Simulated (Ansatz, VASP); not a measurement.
## One calculation of Si4Ru, two programs

INCAR

```
PREC = Accurate ; ENCUT = 520
EDIFF = 1E-6 ; ISMEAR = 0
SIGMA = 0.1 ; LREAL = F
LASPH = T ; NELM = 150
ALGO = Normal ; ISIF = 2
LWAVE = F ; LCHARG = T
ISPIN = 2 ; MAGMOM = 0 0 0 0 1
LORBIT = 11 ; LMAXMIX = 4
GGA = PE ; LELF = T
LVHAR = T ; NBANDS = 27
```

Contents of KPOINTS:

```
regular mesh
0
Gamma
  4 4 6
```

Contents of POSCAR:

```
Si4Ru
1.0
    5.2939735571      0.0000000000      0.0000000000
    0.0000000000      5.2939735571      0.0000000000
    0.0000000000      0.0000000000      2.7875496376
Si Ru
4 1
Direct
    0.2260030491      0.7739969509      0.5000000000
    0.7739969509      0.7739969509      0.5000000000
    0.2260030491      0.2260030491      0.5000000000
    0.7739969509      0.2260030491      0.5000000000
    0.5000000000      0.5000000000      0.0000000000
```

Input for Ansatz:

```yaml
crystal:
  lattice:
    - [5.2939735571, 0.0, 0.0]
    - [0.0, 5.2939735571, 0.0]
    - [0.0, 0.0, 2.7875496376]
  atoms:
    - { symbol: Si, position: [0.2260030491, 0.7739969509, 0.5] }
    - { symbol: Si, position: [0.7739969509, 0.7739969509, 0.5] }
    - { symbol: Si, position: [0.2260030491, 0.2260030491, 0.5] }
    - { symbol: Si, position: [0.7739969509, 0.2260030491, 0.5] }
    - { symbol: Ru, position: [0.5, 0.5, 0.0], spin: 1.0 }
basis:
  ecutwfc: 420
kpoints:
  mp_grid: { grid: [4, 4, 6] }
hamiltonian:
  xc: pbe
scf:
  occupations: { method: gaussian, width: 0.1 }
  lower_state_search: "off"
output:
  forces: true
  stress: true
  eigenvalues: true
  populations: true
magnetization:
  spin_polarized: true
```

Change from the starting cell: the structure that the rattled cell fell into.

Alike in both runs: task single point; functional PBE; k mesh 4 × 4 × 6; occupations gaussian, width 0.1 eV; collinear spin.

|  | VASP | Ansatz |
| --- | --- | --- |
| version | VASP 6.6.1 | Ansatz 0.2.0 |
| potentials or method | VASP PAW PBE potentials, release 64 (Si, Ru_pv), cutoff 520 eV | scalar-relativistic, plane waves, PAW |
| valence electrons in the cell | 30 | 32 |

Ansatz gave:

```
gap on the k mesh at the Fermi level (eV)                     : none
pressure (GPa)                                                : -0.2
traceless stress, the component that is largest in VASP (GPa) : -0.07
rms of the force components (eV/Å)                            : 0.018
net moment per atom (μB)                                      : 0.00
```

**Question.** Which values does VASP return?

**Answer.** gap on the k mesh at the Fermi level (eV): none; pressure (GPa): -0.2; traceless stress, the component that is largest in VASP (GPa): -0.05; rms of the force components (eV/Å): 0.015; net moment per atom (μB): 0.00.

Atom by atom the forces differ by 0.003 eV/Å (rms over components). A gap of «none» marks a metal or a gap that the smearing closes. VASP's potentials hold 30 valence electrons a cell and Ansatz's 32, so a difference there can come from the potentials and not from the codes. Ansatz's warnings: seeded moment not kept.

The k mesh is coarse, so the values compare programs but aren't converged.
